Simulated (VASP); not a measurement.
CdS, 2 atoms in the cell. It takes space group F-43m (No. 216, cubic). The conventional cell has a = 5.963 Å, b = 5.963 Å, c = 5.963 Å, α = 90.00°, β = 90.00°, γ = 90.00°. Within 3.4 Å of Cd (site symmetry -43m) lie 4 S at 2.58 Å. Within 3.4 Å of S (site symmetry -43m) lie 4 Cd at 2.58 Å.  This cell differs from its parent crystal: volume scaled by 1.04.

```yaml
Program: VASP 6.6.1
Task: electric field gradients
Functional: PBE
Potentials_or_basis: VASP PAW PBE potentials, release 64 (Cd, S)
Cutoff: 520 eV
k_mesh: 7 × 7 × 7
Occupations: fermi-dirac, width 0.02 eV
Spin: no spin polarisation
Dipole_correction: no
Further_INCAR_settings: ALGO = Normal; EDIFF = 1e-08; NBANDS = 16
```

Potentials or basis: VASP PAW PBE potentials, release 64 (Cd, S).

Command:

```sh
$ cat potpaw_PBE.64/Cd/POTCAR potpaw_PBE.64/S/POTCAR > POTCAR
$ mpirun -np 1 vasp_std > vasp.out
```

Hardware: 1 thread of Intel(R) Xeon(R) Platinum 8259CL CPU @ 2.50GHz (Skylake/Cascade Lake), with other jobs on the host.

Question: Estimate the wall time of this run.

Answer: Run time: 23 s on 1 thread of Intel(R) Xeon(R) Platinum 8259CL CPU @ 2.50GHz (Skylake/Cascade Lake) (shared host), peak memory 0.18 GiB. Counts: scf iterations 15, k points 20.
